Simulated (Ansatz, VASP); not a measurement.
# One calculation of AuS2O5, two programs

```
S Au O
1.0
     0.00000    4.75295    0.00000
     6.04471   -2.37647    0.00000
     2.91591    0.00000   -7.23422
S Au O
4 2 10
Direct
  0.20440 0.27980 0.17017
  0.92460 0.72020 0.32983
  0.79560 0.72020 0.82983
  0.07540 0.27980 0.67017
  0.50000 0.00000 0.50000
  0.50000 0.00000 0.00000
  0.88200 0.00000 0.25000
  0.11800 0.00000 0.75000
  0.40090 0.25120 0.34070
  0.14970 0.74880 0.15930
  0.59910 0.74880 0.65930
  0.85030 0.25120 0.84070
  0.39870 0.25240 0.01260
  0.14630 0.74760 0.48740
  0.60130 0.74760 0.98740
  0.85370 0.25240 0.51260
```

Alike in both runs: task single point; functional PBE; k mesh 5 × 5 × 3; no spin polarisation.

```csv
,VASP,Ansatz
version,VASP 6.6.1,Ansatz 0.2.0
potentials or method,"VASP PAW PBE potentials, release 64 (S, Au, O), cutoff 520 eV",PAW plane waves
occupations,"fermi-dirac, width 0.1 eV",fermi-dirac
valence electrons in the cell,106,122
```

Ansatz gave:

| Quantity | Value |
| --- | --- |
| pressure (GPa) | 13.2 |
| traceless stress, the component that is largest in VASP (GPa) | 8.56 |
| rms of the force components (eV/Å) | 2.467 |

**Question.** What did VASP give for the same quantities?

**Answer.** Pressure (GPa): 12.8; traceless stress, the component that is largest in VASP (GPa): 8.73; rms of the force components (eV/Å): 2.520.

Atom by atom the forces differ by 0.054 eV/Å (rms over components). VASP's potentials hold 106 valence electrons a cell and Ansatz's 122, so a difference there can come from the potentials and not from the codes.

Spin-orbit coupling is off throughout.
